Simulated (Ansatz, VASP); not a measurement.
## LiH: VASP beside Ansatz

```xyz
2
Lattice="2.5017 0.0000 0.0000 0.0000 2.5017 0.0000 0.0000 0.0000 2.5017" Properties=species:S:1:pos:R:3 pbc="T T T"
Li    0.0000    0.0000    0.0000
H     1.2508    1.2508    1.2508
```

Alike in both runs: task single point; functional LDA; k mesh 10 × 10 × 10; no spin polarisation.

```csv
,VASP,Ansatz
version,VASP 6.6.1,Ansatz 0.2.0
potentials or method,"VASP PAW LDA potentials, release 64 (Li_sv, H)","plane waves, PAW"
plane-wave cutoff (eV),520,420
occupations,"gaussian, width 0.01 eV",fixed
valence electrons in the cell,4,4
```

```tsv
	VASP	Ansatz	Ansatz less VASP
gap on the k mesh at the Fermi level (eV)	0.38	0.36	-0.015
```

LDA's correlation is that of Perdew and Zunger in VASP and of Perdew and Wang (1992) in Ansatz.

Noted on VASP's run: the cutoff is short for stress, so the pressure is rough.
